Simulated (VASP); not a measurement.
# AlN (I4/mmm) in VASP: a series of runs

Runs on AlN. Level: r2SCAN. Tasks: single point.

Everything below comes from runs of VASP 6.6.1. Logs are shortened: lines on timing, memory, paths and dates and some standing lists are left out, and cuts for length are marked.

## Step 1: The cell of the first run

Symmetry: I4/mmm, No. 139, tetragonal system. Conventional cell: a = 2.884 Å, b = 2.884 Å, c = 4.008 Å, α = 90.00°, β = 90.00°, γ = 90.00°. Al (site symmetry 4/mmm) has 6 N at 2.00 to 2.04 Å within 2.7 Å. Within 2.7 Å of N (site symmetry 4/mmm) lie 6 Al at 2.00 to 2.04 Å.

## Step 2: Single point, r2SCAN (epitaxial xy strain +1.0%)

The input, POSCAR:

```
AlN
1.0
    0.0000000000      2.0390571367      2.0037993240
    2.0390571367      0.0000000000      2.0037993240
    2.0390571367      2.0390571367      0.0000000000
Al N
1 1
Direct
    0.0000000000      0.0000000000      0.0000000000
    0.5000000000      0.5000000000      0.5000000000
```

The input, INCAR.step1:

```
SYSTEM = AlN
ALGO     = Normal         ! electronic algorithm
EDIFF    = 1E-4           ! SCF threshold, eV
ENCUT    = 520            ! plane-wave cutoff, eV
GGA      = PE             ! functional
ISMEAR   = 0              ! smearing method
LASPH    = .True.         ! aspherical terms in the spheres
LCHARG   = .False.        ! write CHGCAR
LREAL    = .False.        ! projectors in reciprocal space
LWAVE    = .True.         ! write WAVECAR
NBANDS   = 11             ! bands
NELM     = 100            ! most SCF steps
PREC     = Accurate       ! precision mode
SIGMA    = 0.01           ! smearing width, eV
```

The input, INCAR.step2:

```
SYSTEM = AlN
ALGO     = Normal         ! electronic algorithm
EDIFF    = 1E-6           ! SCF threshold, eV
ENCUT    = 520            ! plane-wave cutoff, eV
ISIF     = 2              ! what is computed and relaxed
ISMEAR   = 0              ! smearing method
ISTART   = 1            
LASPH    = .True.         ! aspherical terms in the spheres
LCHARG   = .True.         ! write CHGCAR
LELF     = .True.         ! ELF
LMIXTAU  = .True.       
LREAL    = .False.        ! projectors in reciprocal space
LVHAR    = .True.       
LWAVE    = .False.        ! write WAVECAR
METAGGA  = R2SCAN         ! meta-GGA
NBANDS   = 11             ! bands
NELM     = 100            ! most SCF steps
PREC     = Accurate       ! precision mode
SIGMA    = 0.01           ! smearing width, eV
```

The input, KPOINTS:

```
k-points
0
Gamma
  10 10 10
  0 0 0
```

Potentials or basis: VASP PAW PBE potentials, release 64 (Al, N).

Started as:

```
> cat potpaw_PBE.64/Al/POTCAR potpaw_PBE.64/N/POTCAR > POTCAR
> cp INCAR.step1 INCAR
> mpirun -np 1 vasp_std > vasp.out
> cp INCAR.step2 INCAR
> mpirun -np 1 vasp_std > vasp.out
```

OUTCAR:

```text
SYSTEM = AlN
   EDIFF = 1E-6
   ENCUT = 520
   ISIF = 2
   ISMEAR = 0
   ISTART = 1
   LASPH = .True.
   LREAL = .False.
   METAGGA = R2SCAN
   NELM = 100
   PREC = Accurate

 ion  position               nearest neighbor table
   1  0.000  0.000  0.000-   2 2.00   2 2.00   2 2.04   2 2.04   2 2.04   2 2.04
   2  0.500  0.500  0.500-   1 2.00   1 2.00   1 2.04   1 2.04   1 2.04   1 2.04

  LATTYP: Found a body centered tetragonal cell.
 ALAT       =     2.8836622572
 C/A-ratio  =     1.3897600657

  Lattice vectors:

 A1 = (   0.0000000000,  -2.0390571367,  -2.0037993240)
 A2 = (   0.0000000000,   2.0390571367,  -2.0037993240)
 A3 = (   2.0390571367,   0.0000000000,   2.0037993240)

Analysis of symmetry for initial positions (statically):
=====================================================================
 Subroutine PRICEL returns:
 Original cell was already a primitive cell.

 Routine SETGRP: Setting up the symmetry group for a
 body centered tetragonal supercell.

 Subroutine GETGRP returns: Found 16 space group operations
 (whereof 16 operations were pure point group operations)
 out of a pool of 16 trial point group operations.

The static configuration has the point symmetry D_4h.

Analysis of symmetry for dynamics (positions and initial velocities):
=====================================================================
 Subroutine PRICEL returns:
 Original cell was already a primitive cell.

 Routine SETGRP: Setting up the symmetry group for a
 body centered tetragonal supercell.

 Subroutine GETGRP returns: Found 16 space group operations
 (whereof 16 operations were pure point group operations)
 out of a pool of 16 trial point group operations.

The dynamic configuration has the point symmetry D_4h.

 Subroutine INISYM returns: Found 16 space group operations
 (whereof 16 operations are pure point group operations),
 and found     1 'primitive' translations

----------------------------------------------------------------------------------------

                                     Primitive cell

  volume of cell :      16.6626

  direct lattice vectors                    reciprocal lattice vectors
     0.000000000  2.039057137  2.003799324    -0.245211373  0.245211373  0.249525985
     2.039057137  0.000000000  2.003799324     0.245211373 -0.245211373  0.249525985
     2.039057137  2.039057137  0.000000000     0.245211373  0.245211373 -0.249525985

  length of vectors
     2.858839929  2.858839929  2.883662257     0.427224124  0.427224124  0.427224124

  position of ions in fractional coordinates (direct lattice)
     0.000000000  0.000000000  0.000000000
     0.500000000  0.500000000  0.500000000

  ion indices of the primitive-cell ions
   primitive index   ion index
                 1           1
                 2           2

----------------------------------------------------------------------------------------

 KPOINTS: k-points

Automatic generation of k-mesh.
 Grid dimensions read from file:
 generate k-points for:   10   10   10

 Generating k-lattice:

  Cartesian coordinates                     Fractional coordinates (reciprocal lattice)
    -0.024521137  0.024521137  0.024952598     0.100000000 -0.000000000  0.000000000
     0.024521137 -0.024521137  0.024952598    -0.000000000  0.100000000  0.000000000
     0.024521137  0.024521137 -0.024952598     0.000000000  0.000000000  0.100000000

  Length of vectors
     0.042722412  0.042722412  0.042722412

  Shift w.r.t. Gamma in fractional coordinates (k-lattice)
     0.000000000  0.000000000  0.000000000

 Subroutine IBZKPT returns following result:
 ===========================================

 Found    102 irreducible k-points:

 Following reciprocal coordinates:
            Coordinates               Weight
  0.000000  0.000000  0.000000      1.000000
  0.100000  0.000000  0.000000      8.000000
  0.200000  0.000000  0.000000      8.000000
  0.300000  0.000000  0.000000      8.000000
  0.400000  0.000000  0.000000      8.000000
  0.500000  0.000000  0.000000      4.000000
[... 16 lines left out ...]
  0.300000  0.300000  0.000000      2.000000
  0.400000  0.300000  0.000000      8.000000
 [... further k-points ...]
   k-points           NKPTS =    102   k-points in BZ     NKDIM =    102   number of bands    NBANDS=     11
   number of dos      NEDOS =    301   number of ions     NIONS =      2
   total plane-waves  NPLWV =  13824
   dimension x,y,z NGX =    24 NGY =   24 NGZ =   24
   dimension x,y,z NGXF=    48 NGYF=   48 NGZF=   48
   ions per type =               1   1
   NGX,Y,Z   is equivalent  to a cutoff of  13.96, 13.96, 13.84 a.u.
   NGXF,Y,Z  is equivalent  to a cutoff of  27.91, 27.91, 27.67 a.u.
 SYSTEM =  AlN
   PREC   = accura    normal or accurate (medium, high low for compatibility)
   ISTART =      1    job   : 0-new  1-cont  2-samecut
   ICHARG =      0    charge: 1-file 2-atom 10-const
   ISPIN  =      1    spin polarized calculation?
   LNONCOLLINEAR =      F non collinear calculations
   LSORBIT =      F    spin-orbit coupling
   LASPH  =      T    aspherical Exc in radial PAW
   ENCUT  =  520.0 eV  38.22 Ry    6.18 a.u.   5.32  5.32  5.36*2*pi/ulx,y,z
   NELM   =    100;   NELMIN=  2; NELMDL=  0     # of ELM steps
   EDIFF  = 0.1E-05   stopping-criterion for ELM
   LREAL  =      F    real-space projection
   EDIFFG = 0.1E-04   stopping-criterion for IOM
   NSW    =      0    number of steps for IOM
   IBRION =     -1    ionic relax: 0-MD 1-quasi-New 2-CG
   NFREE  =      0    steps in history (QN), initial steepest desc. (CG)
   ISIF   =      2    stress and relaxation
   ISYM   =      2    0-nonsym 1-usesym 2-fastsym
   POTIM  = 0.5000    time-step for ionic-motion
   TEBEG  =    0.0;   TEEND  =   0.0 temperature during run
   PSTRESS=    0.0 pullay stress
   NELECT =       8.0000    total number of electrons
   NUPDOWN=      -1.0000    fix difference up-down
   EMIN   =  10.00;   EMAX   =-10.00  energy-range for DOS
   EFERMI =   0.00;   METHOD = LEGACY
   ISMEAR =     0;   SIGMA  =   0.01  broadening in eV -4-tet -1-fermi 0-gaus
   EFERMI_NEDOS =   21; number of points for ismear=-14 and -15
   IALGO  =     38    algorithm
   IMIX   =      4    mixing-type and parameters
     AMIX     =   0.40;   BMIX     =  1.00
     AMIX_MAG =   1.60;   BMIX_MAG =  1.00
  volume/ion in A,a.u.               =       8.33        56.22
  Fermi-wavevector in a.u.,A,eV,Ry     =   1.281909  2.422457 22.358323  1.643290
  Thomas-Fermi vector in A             =   2.414251
   LORBIT       =      0    0 simple, 1 ext, 2 COOP (PROOUT), +10 PAW based schemes
   METAGGA = R2SCAN    functional components
   LHFCALC =     F    Hartree Fock is set to
   AEXX    =    0.0000 exact exchange contribution
   IVDW    =     0    specifies the selected vdW correction
   LEPSILON=     F    determine dielectric tensor
   LRPA    =     F    only Hartree local field effects (RPA)
 non-spin polarized calculation
 Gauss-broadening in eV      SIGMA  =   0.01
  energy-cutoff  :      520.00
  volume of cell :       16.66
 maximum number of plane-waves:       463
 NGX is ok and might be reduce to    24
   NGX = 11   NGY = 11   NGZ = 11

 number of electron       7.9999999 magnetization

 Free energy of the ion-electron system (eV)
  ---------------------------------------------------
  ext. energy  EPLUGINS =         0.00000000
  ---------------------------------------------------
  free energy    TOTEN  =       -18.89105824 eV

  energy without entropy =      -18.89105824  energy(sigma->0) =      -18.89105824

 E-fermi :   9.8127     XC(G=0): -12.8367

 val. band max:        9.7104450685   @ k =   0.0000   0.0000   0.0000
 cond. band min:      14.9662259940   @ k =   0.5000   0.5000   0.0000
 fundamental gap:      5.2557809255
 Fermi energy:         9.8127425313

 k-point     1 :       0.0000    0.0000    0.0000
  band No.  band energies     occupation
      1      -8.6586      2.00000
      2       9.5774      2.00000
      3       9.7104      2.00000
      4       9.7104      2.00000
      5      16.0537      0.00000
      6      22.4727      0.00000
      7      22.4727      0.00000
      8      22.7173      0.00000
      9      27.8870      0.00000
     10      28.3203      0.00000
     11      28.4812      0.00000

 k-point     2 :       0.1000    0.0000    0.0000
  band No.  band energies     occupation
      1      -8.4517      2.00000
      2       8.6326      2.00000
      3       9.5070      2.00000
      4       9.5718      2.00000
      5      16.6916      0.00000
      6      21.7253      0.00000
      7      22.7848      0.00000
      8      22.9620      0.00000
      9      26.5513      0.00000
     10      27.0261      0.00000
     11      29.2970      0.00000

 k-point     3 :       0.2000    0.0000    0.0000
  band No.  band energies     occupation
      1      -7.8520      2.00000
      2       6.4490      2.00000
      3       9.2124      2.00000
      4       9.2354      2.00000
      5      17.3520      0.00000
      6      21.3269      0.00000
      7      22.9497      0.00000
      8      23.2750      0.00000
      9      26.1004      0.00000
     10      26.3177      0.00000
     11      28.6313      0.00000

 k-point     4 :       0.3000    0.0000    0.0000
  band No.  band energies     occupation
      1      -6.9411      2.00000
      2       4.0788      2.00000
      3       8.8635      2.00000
      4       8.8866      2.00000
      5      17.0717      0.00000
      6      22.2049      0.00000
      7      22.4015      0.00000
      8      22.6340      0.00000
      9      27.6528      0.00000
     10      27.7457      0.00000
     11      27.8807      0.00000

 k-point     5 :       0.4000    0.0000    0.0000
  band No.  band energies     occupation
      1      -5.9500      2.00000
      2       2.1154      2.00000
      3       8.5899      2.00000
      4       8.6459      2.00000
      5      16.6647      0.00000
      6      21.5387      0.00000
      7      21.9664      0.00000
      8      23.6708      0.00000
      9      27.1922      0.00000
     10      30.1117      0.00000
     11      30.1454      0.00000
[... 211 lines left out ...]
 k-point    21 :      -0.3000    0.2000    0.0000
  band No.  band energies     occupation
      1      -5.7570      2.00000
      2       3.2789      2.00000
      3       5.9658      2.00000
      4       8.4397      2.00000
      5      18.5799      0.00000
      6      20.5452      0.00000
      7      22.1683      0.00000
      8      22.8046      0.00000
      9      27.5102      0.00000
     10      30.0020      0.00000
     11      32.1595      0.00000

 k-point    22 :      -0.2000    0.2000    0.0000
  band No.  band energies     occupation
      1      -6.6678      2.00000
      2       4.7159      2.00000
      3       6.6551      2.00000
      4       8.9143      2.00000
      5      19.0949      0.00000
      6      20.6077      0.00000
      7      21.4516      0.00000
      8      23.0107      0.00000
      9      25.4136      0.00000
     10      29.9056      0.00000
     11      32.0469      0.00000

 k-point    23 :       0.3000    0.3000    0.0000
  band No.  band energies     occupation
      1      -6.3502      2.00000
      2       4.7240      2.00000
      3       7.5349      2.00000
      4       7.5349      2.00000
      5      17.0241      0.00000
      6      17.3491      0.00000
      7      22.5950      0.00000
      8      26.2817      0.00000
      9      26.2817      0.00000
     10      30.8287      0.00000
     11      35.2150      0.00000

 k-point    24 :       0.4000    0.3000    0.0000
  band No.  band energies     occupation
      1      -5.5997      2.00000
      2       3.6839      2.00000
      3       6.7877      2.00000
      4       7.2551      2.00000
      5      16.5368      0.00000
      6      17.2632      0.00000
      7      23.0331      0.00000
      8      26.2331      0.00000
      9      27.1356      0.00000
     10      32.3473      0.00000
     11      35.9479      0.00000

 [... further k-points ...]
[... 5 lines left out ...]
  --------------------------------------------------------------------------------------
  -------------------------------------------------------------------------------------
  Total       -0.5825400     -0.5825400     -0.0791155      0.0000000      0.0000000      0.0000000
  in kB      -56.0135809    -56.0135809     -7.6072762      0.0000000      0.0000000      0.0000000
  external PRESSURE =     -39.8781460 kB  Pullay stress =       0.0000000 kB

 VOLUME and BASIS-vectors are now :
 -----------------------------------------------------------------------------
  energy-cutoff  :      520.00
  volume of cell :       16.66
      direct lattice vectors                 reciprocal lattice vectors
     0.000000000  2.039057137  2.003799324    -0.245211373  0.245211373  0.249525985
     2.039057137  0.000000000  2.003799324     0.245211373 -0.245211373  0.249525985
     2.039057137  2.039057137  0.000000000     0.245211373  0.245211373 -0.249525985

 POSITION                                       TOTAL-FORCE (eV/Angst)
 -----------------------------------------------------------------------------------
      0.00000      0.00000      0.00000        -0.000000     -0.000000      0.000000
      2.03906      2.03906      2.00380         0.000000      0.000000      0.000000
 -----------------------------------------------------------------------------------
    total drift:                               -0.000000     -0.000000      0.000000

  FREE ENERGIE OF THE ION-ELECTRON SYSTEM (eV)
  ---------------------------------------------------
  free  energy   TOTEN  =       -18.8910582373 eV

  energy  without entropy=      -18.8910582373  energy(sigma->0) =      -18.89105824
```

It took 23 s on 1 thread of Intel Xeon 6975P-C (Granite Rapids), shared host; peak memory 0.14 GiB.

What came out:

| Quantity | Value |
| --- | --- |
| Free energy | -18.8911 eV |
| Pressure | -4.0 GPa |
| Band gap on the k mesh | 5.26 eV, indirect (least direct gap 6.34 eV) |

Stress tensor (GPa, compression positive):
```
-5.60  0.00  0.00
 0.00 -5.60  0.00
 0.00  0.00 -0.76
```

Caveat: the cell differs from its parent crystal (epitaxial xy strain +1.0%); the PAW data sets were made with another functional, which shifts forces and pressure a little.

(Part 1 of 2 ends here.)
